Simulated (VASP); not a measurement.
# Ti (P6_3/mmc) in VASP: electric field gradients with PBE

Aim: the electric field gradients of Ti with PBE.

Program: VASP 6.6.1. These are calculated values, not measurements. Logs are shortened: lines on timing, memory, paths and dates and some standing lists are left out, and cuts for length are marked.

### Step 1. The cell of the first run

It takes space group P6_3/mmc (No. 194, hexagonal). The conventional cell has a = 2.950 Å, b = 2.950 Å, c = 4.686 Å, α = 90.00°, β = 90.00°, γ = 120.00°. Within 3.8 Å of Ti (site symmetry -6m2) lie 12 Ti at 2.90 to 2.95 Å.

### Step 2. Electric field gradients, PBE

File INCAR:

```
SYSTEM = Ti
ALGO = Normal
EDIFF = 1E-8
ENCUT = 400
GGA = PE
GGA_COMPAT = .FALSE.
ISIF = 2
ISMEAR = -1
LASPH = .TRUE.
LCHARG = .FALSE.
LEFG = .TRUE.
LREAL = .FALSE.
LWAVE = .FALSE.
NBANDS = 19
NELM = 120
PREC = Accurate
SIGMA = 0.05
```

File KPOINTS:

```
k-points
0
G
  18 18 10
  0 0 0
```

File POSCAR:

```
Ti
1.0
    2.9499978604      0.0000000000      0.0000000000
   -1.4749989302      2.5547730882      0.0000000000
    0.0000000000      0.0000000000      4.6860000000
Ti
2
Direct
    0.3333333333      0.6666666667      0.2500000000
    0.6666666667      0.3333333333      0.7500000000
```

Potentials or basis: VASP PAW PBE potentials, release 64 (Ti_sv).

Started as:

```console
> cat potpaw_PBE.64/Ti_sv/POTCAR > POTCAR
> mpirun -np 1 vasp_std > vasp.out
```

OUTCAR:

```text
SYSTEM = Ti
   EDIFF = 1E-8
   ENCUT = 400
   GGA = PE
   ISIF = 2
   ISMEAR = -1
   LASPH = .TRUE.
   LREAL = .FALSE.
   NELM = 120
   PREC = Accurate

 ion  position               nearest neighbor table
   1  0.333  0.667  0.250-   2 2.90   2 2.90   2 2.90   2 2.90   2 2.90   2 2.90
   2  0.667  0.333  0.750-   1 2.90   1 2.90   1 2.90   1 2.90   1 2.90   1 2.90

  LATTYP: Found a hexagonal cell.
 ALAT       =     2.9499978604
 C/A-ratio  =     1.5884757284

  Lattice vectors:

 A1 = (   2.9499978604,   0.0000000000,   0.0000000000)
 A2 = (  -1.4749989302,   2.5547730882,   0.0000000000)
 A3 = (   0.0000000000,   0.0000000000,   4.6860000000)

Analysis of symmetry for initial positions (statically):
=====================================================================
 Subroutine PRICEL returns:
 Original cell was already a primitive cell.

 Routine SETGRP: Setting up the symmetry group for a
 hexagonal supercell.

 Subroutine GETGRP returns: Found 24 space group operations
 (whereof 12 operations were pure point group operations)
 out of a pool of 24 trial point group operations.

The static configuration has the point symmetry D_3d.
 The point group associated with its full space group is D_6h.

Analysis of symmetry for dynamics (positions and initial velocities):
=====================================================================
 Subroutine PRICEL returns:
 Original cell was already a primitive cell.

 Routine SETGRP: Setting up the symmetry group for a
 hexagonal supercell.

 Subroutine GETGRP returns: Found 24 space group operations
 (whereof 12 operations were pure point group operations)
 out of a pool of 24 trial point group operations.

The dynamic configuration has the point symmetry D_3d.
 The point group associated with its full space group is D_6h.

 Subroutine INISYM returns: Found 24 space group operations
 (whereof 12 operations are pure point group operations),
 and found     1 'primitive' translations

----------------------------------------------------------------------------------------

                                     Primitive cell

  volume of cell :      35.3164

  direct lattice vectors                    reciprocal lattice vectors
     2.949997860  0.000000000  0.000000000     0.338983297  0.195712098  0.000000000
    -1.474998930  2.554773088  0.000000000     0.000000000  0.391424195  0.000000000
     0.000000000  0.000000000  4.686000000     0.000000000  0.000000000  0.213401622

  length of vectors
     2.949997860  2.949997860  4.686000000     0.391424195  0.391424195  0.213401622

  position of ions in fractional coordinates (direct lattice)
     0.333333333  0.666666667  0.250000000
     0.666666667  0.333333333  0.750000000

  ion indices of the primitive-cell ions
   primitive index   ion index
                 1           1
                 2           2

----------------------------------------------------------------------------------------

 KPOINTS: k-points

Automatic generation of k-mesh.
 Grid dimensions read from file:
 generate k-points for:   18   18   10

 Generating k-lattice:

  Cartesian coordinates                     Fractional coordinates (reciprocal lattice)
     0.018832405  0.010872894  0.000000000     0.055555556  0.000000000  0.000000000
     0.000000000  0.021745789  0.000000000     0.000000000  0.055555556  0.000000000
     0.000000000  0.000000000  0.021340162     0.000000000  0.000000000  0.100000000

  Length of vectors
     0.021745789  0.021745789  0.021340162

  Shift w.r.t. Gamma in fractional coordinates (k-lattice)
     0.000000000  0.000000000  0.000000000

 Subroutine IBZKPT returns following result:
 ===========================================

 Found    222 irreducible k-points:

 Following reciprocal coordinates:
            Coordinates               Weight
  0.000000  0.000000  0.000000      1.000000
  0.055556  0.000000  0.000000      6.000000
  0.111111  0.000000  0.000000      6.000000
  0.166667  0.000000  0.000000      6.000000
  0.222222  0.000000  0.000000      6.000000
  0.277778  0.000000  0.000000      6.000000
[... 16 lines left out ...]
  0.333333  0.111111  0.000000     12.000000
  0.388889  0.111111  0.000000     12.000000
 [... further k-points ...]
   k-points           NKPTS =    222   k-points in BZ     NKDIM =    222   number of bands    NBANDS=     19
   number of dos      NEDOS =    301   number of ions     NIONS =      2
   total plane-waves  NPLWV =  12800
   dimension x,y,z NGX =    20 NGY =   20 NGZ =   32
   dimension x,y,z NGXF=    40 NGYF=   40 NGZF=   64
   ions per type =               2
   NGX,Y,Z   is equivalent  to a cutoff of  11.27, 11.27, 11.35 a.u.
   NGXF,Y,Z  is equivalent  to a cutoff of  22.54, 22.54, 22.71 a.u.
 SYSTEM =  Ti
   PREC   = accura    normal or accurate (medium, high low for compatibility)
   ISTART =      0    job   : 0-new  1-cont  2-samecut
   ICHARG =      2    charge: 1-file 2-atom 10-const
   ISPIN  =      1    spin polarized calculation?
   LNONCOLLINEAR =      F non collinear calculations
   LSORBIT =      F    spin-orbit coupling
   LASPH  =      T    aspherical Exc in radial PAW
   ENCUT  =  400.0 eV  29.40 Ry    5.42 a.u.   4.81  4.81  7.64*2*pi/ulx,y,z
   NELM   =    120;   NELMIN=  2; NELMDL= -5     # of ELM steps
   EDIFF  = 0.1E-07   stopping-criterion for ELM
   LREAL  =      F    real-space projection
   EDIFFG = 0.1E-06   stopping-criterion for IOM
   NSW    =      0    number of steps for IOM
   IBRION =     -1    ionic relax: 0-MD 1-quasi-New 2-CG
   NFREE  =      0    steps in history (QN), initial steepest desc. (CG)
   ISIF   =      2    stress and relaxation
   ISYM   =      2    0-nonsym 1-usesym 2-fastsym
   POTIM  = 0.5000    time-step for ionic-motion
   TEBEG  =    0.0;   TEEND  =   0.0 temperature during run
   PSTRESS=    0.0 pullay stress
   NELECT =      24.0000    total number of electrons
   NUPDOWN=      -1.0000    fix difference up-down
   EMIN   =  10.00;   EMAX   =-10.00  energy-range for DOS
   EFERMI =   0.00;   METHOD = LEGACY
   ISMEAR =    -1;   SIGMA  =   0.05  broadening in eV -4-tet -1-fermi 0-gaus
   EFERMI_NEDOS =   21; number of points for ismear=-14 and -15
   IALGO  =     38    algorithm
   IMIX   =      4    mixing-type and parameters
     AMIX     =   0.40;   BMIX     =  1.00
     AMIX_MAG =   1.60;   BMIX_MAG =  1.00
  volume/ion in A,a.u.               =      17.66       119.16
  Fermi-wavevector in a.u.,A,eV,Ry     =   1.439306  2.719894 28.185854  2.071602
  Thomas-Fermi vector in A             =   2.558176
   LORBIT       =      0    0 simple, 1 ext, 2 COOP (PROOUT), +10 PAW based schemes
   GGA     = PE    functional components
   LHFCALC =     F    Hartree Fock is set to
   AEXX    =    0.0000 exact exchange contribution
   IVDW    =     0    specifies the selected vdW correction
   LEPSILON=     F    determine dielectric tensor
   LRPA    =     F    only Hartree local field effects (RPA)
 non-spin polarized calculation
  energy-cutoff  :      400.00
  volume of cell :       35.32
 maximum number of plane-waves:       660
 NGX is ok and might be reduce to    20
   NGX =  9   NGY =  9   NGZ = 15

 number of electron      24.0000006 magnetization

 Free energy of the ion-electron system (eV)
  ---------------------------------------------------
  ext. energy  EPLUGINS =         0.00000000
  ---------------------------------------------------
  free energy    TOTEN  =       -15.66127827 eV

  energy without entropy =      -15.64402105  energy(sigma->0) =      -15.65264966

 E-fermi :   8.1716     XC(G=0): -11.4198

 val. band max:        8.1641906187   @ k =   0.1667   0.0000   0.0000
 cond. band min:       8.1734073356   @ k =   0.3333   0.1667   0.4000
 fundamental gap:      0.0092167170
 Fermi energy:         8.1715561539

 k-point     1 :       0.0000    0.0000    0.0000
  band No.  band energies     occupation
      1     -48.7107      2.00000
      2     -48.5825      2.00000
      3     -25.2879      2.00000
      4     -24.6765      2.00000
      5     -24.6765      2.00000
      6     -24.6209      2.00000
[... 11 lines left out ...]
     18       9.7753      0.00000
     19      11.2575      0.00000
[... 485 lines left out ...]
 k-point    24 :       0.3889    0.1111    0.0000
  band No.  band energies     occupation
      1     -48.6001      2.00000
      2     -48.5586      2.00000
      3     -25.0986      2.00000
      4     -25.0000      2.00000
      5     -24.9890      2.00000
      6     -24.8344      2.00000
[... 11 lines left out ...]
     18      11.5686      0.00000
     19      12.3027      0.00000

 [... further k-points ...]

------------------------ aborting loop because EDIFF is reached ----------------------------------------

  FORCE on cell =-STRESS in cart. coord.  units (eV):
  Direction    XX          YY          ZZ          XY          YZ          ZX
  --------------------------------------------------------------------------------------
  -------------------------------------------------------------------------------------
  Total       -0.5481734     -0.5481734     -0.6516412      0.0000000      0.0000000     -0.0000000
  in kB      -24.8686499    -24.8686499    -29.5626128      0.0000000      0.0000000     -0.0000000
  external PRESSURE =     -26.4333042 kB  Pullay stress =       0.0000000 kB

 VOLUME and BASIS-vectors are now :
 -----------------------------------------------------------------------------
  energy-cutoff  :      400.00
  volume of cell :       35.32
      direct lattice vectors                 reciprocal lattice vectors
     2.949997860  0.000000000  0.000000000     0.338983297  0.195712098  0.000000000
    -1.474998930  2.554773088  0.000000000     0.000000000  0.391424195  0.000000000
     0.000000000  0.000000000  4.686000000     0.000000000  0.000000000  0.213401622

 POSITION                                       TOTAL-FORCE (eV/Angst)
 -----------------------------------------------------------------------------------
     -0.00000      1.70318      1.17150         0.000000      0.000000      0.000000
      1.47500      0.85159      3.51450        -0.000000     -0.000000      0.000000
 -----------------------------------------------------------------------------------
    total drift:                               -0.000000      0.000000     -0.000000

  FREE ENERGIE OF THE ION-ELECTRON SYSTEM (eV)
  ---------------------------------------------------
  free  energy   TOTEN  =       -15.6612782652 eV

  energy  without entropy=      -15.6440210534  energy(sigma->0) =      -15.65264966

 Electric field gradients (V/A^2)
---------------------------------------------------------------------
 ion       V_xx      V_yy      V_zz      V_xy      V_xz      V_yz
---------------------------------------------------------------------
   1      -8.382    -8.379    16.760     0.003     0.000    -0.000
   2      -8.382    -8.379    16.760     0.003    -0.000     0.000
---------------------------------------------------------------------

 Electric field gradients after diagonalization (V/A^2)
 (convention: |V_zz| > |V_xx| > |V_yy|)
----------------------------------------------------------------------
 ion       V_xx      V_yy      V_zz     asymmetry (V_yy - V_xx)/ V_zz
----------------------------------------------------------------------
   1      -8.383    -8.377    16.760       0.000
   2      -8.383    -8.377    16.760       0.000
----------------------------------------------------------------------

           NMR quadrupolar parameters

 Cq : quadrupolar parameter    Cq=e*Q*V_zz/h
 eta: asymmetry parameters     (V_yy - V_xx)/ V_zz
 Q  : nuclear electric quadrupole moment in mb (millibarn)
----------------------------------------------------------------------
 ion       Cq(MHz)       eta       Q (mb)
----------------------------------------------------------------------
   1       0.041       0.000       1.000
   2       0.041       0.000       1.000
----------------------------------------------------------------------
```

Wall time 2 min (1 thread of Intel Xeon 8259CL, shared host); peak memory 0.2 GiB.

Results:

| Quantity | Value |
| --- | --- |
| Free energy | -15.6613 eV |
| Pressure | -2.6 GPa |
| Band gap on the k mesh | zero (bands 12 and 13 overlap by 1.10 eV) |
| Largest electric field gradient by atom | Ti +16.8 V/Å² |

Levels at points of the mesh, in eV from the Fermi level:
```
           k point  band 9  band 10  band 11  band 12  band 13  band 14  band 15  band 16
(0.00, 0.00, 0.00)   -6.15    -2.65     0.69     0.76     0.76     0.85     1.25     1.25
(0.50, 0.00, 0.00)   -2.32    -2.11    -1.81    -0.64     0.49     0.60     1.14     3.28
(0.00, 0.00, 0.50)   -4.32    -4.32     0.07     0.07     0.68     0.68     0.68     0.68
(0.50, 0.00, 0.50)   -2.50    -2.50    -0.80    -0.80     1.28     1.28     1.70     1.70
```

Electric field gradients, principal values (V/Å²):
| atom | least | middle | greatest (by size) |
| --- | --- | --- | --- |
| 1 Ti | -8.377 | -8.383 | 16.760 |
| 2 Ti | -8.377 | -8.383 | 16.760 |

Caveat: without QUAD_EFG the Cq values of the log hold for a quadrupole moment of 1 mb, not for the nuclei.
